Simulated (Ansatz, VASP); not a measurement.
This is a calculation of BaTe for Ansatz 0.2.0.

File input:

```
crystal:
  lattice:
    - [0.0, 3.3639132694, 3.3639132694]
    - [3.3639132694, 0.0, 3.3639132694]
    - [3.3639132694, 3.3639132694, 0.0]
  atoms:
    - { symbol: Ba, position: [0.0, 0.0, 0.0] }
    - { symbol: Te, position: [0.5, 0.5, 0.5] }
hamiltonian:
  xc: pbe0
  pseudopotentials: { kind: paw }
kpoints:
  mp_grid: { grid: [4, 4, 4] }
scf:
  occupations: { method: fermi_dirac, width: 0.05 }
output:
  forces: true
  stress: true
  eigenvalues: true
```

Translate it to VASP 6.6.1. Potentials there: VASP PAW PBE potentials, release 64 (Ba_sv, Te).

As run (the cutoff follows the program's own potentials):

POSCAR

```
BaTe
1.0
    0.0000000000      3.3639132694      3.3639132694
    3.3639132694      0.0000000000      3.3639132694
    3.3639132694      3.3639132694      0.0000000000
Ba Te
1 1
Direct
    0.0000000000      0.0000000000      0.0000000000
    0.5000000000      0.5000000000      0.5000000000
```

The input INCAR.step1:

```
SYSTEM = BaTe
PREC     = Accurate       ! precision mode
ENCUT    = 520            ! plane-wave cutoff, eV
EDIFF    = 1E-5           ! SCF threshold, eV
ISMEAR   = -1             ! smearing method
SIGMA    = 0.05           ! smearing width, eV
LREAL    = .FALSE.        ! projectors in reciprocal space
LASPH    = .TRUE.         ! aspherical terms in the spheres
NELM     = 60             ! most SCF steps
ALGO     = Normal         ! electronic algorithm
ISIF     = 2              ! what is computed and relaxed
LWAVE    = .TRUE.         ! write WAVECAR
LCHARG   = .FALSE.        ! write CHGCAR
NBANDS   = 15             ! bands
GGA      = PE             ! functional
```

INCAR.step2

```
SYSTEM = BaTe
PREC     = Accurate       ! precision mode
ENCUT    = 520            ! plane-wave cutoff, eV
EDIFF    = 1E-6           ! SCF threshold, eV
ISMEAR   = -1             ! smearing method
SIGMA    = 0.05           ! smearing width, eV
LREAL    = .FALSE.        ! projectors in reciprocal space
LASPH    = .TRUE.         ! aspherical terms in the spheres
NELM     = 60             ! most SCF steps
ALGO     = Normal         ! electronic algorithm
ISIF     = 2              ! what is computed and relaxed
LWAVE    = .FALSE.        ! write WAVECAR
LCHARG   = .FALSE.        ! write CHGCAR
GGA      = PE             ! functional
LHFCALC  = .TRUE.         ! exact exchange
AEXX     = 0.25           ! exact-exchange fraction
PRECFOCK = Normal       
NBANDS   = 15             ! bands
ISTART   = 1
```

Contents of KPOINTS:

```
Automatic mesh
0
G
  4 4 4
  0 0 0
```

Potentials or basis: VASP PAW PBE potentials, release 64 (Ba_sv, Te).

The run is started by

```console
$ cat potpaw_PBE.64/Ba_sv/POTCAR potpaw_PBE.64/Te/POTCAR > POTCAR
$ cp INCAR.step1 INCAR
$ mpirun -np 1 vasp_std > vasp.out
$ cp INCAR.step2 INCAR
$ mpirun -np 1 vasp_std > vasp.out
```

Both were run:

|  | VASP | Ansatz | Ansatz less VASP |
| --- | --- | --- | --- |
| gap on the k mesh at the Fermi level (eV) | 2.60 | 2.64 | +0.047 |
| least direct gap on the mesh (eV) | 3.03 | 3.04 | +0.014 |
| pressure (GPa) | 6.0 | 5.7 | -0.29 |

VASP's potentials hold 16 valence electrons a cell and Ansatz's 26, so a difference there can come from the potentials and not from the codes.

Spin-orbit coupling is off throughout.
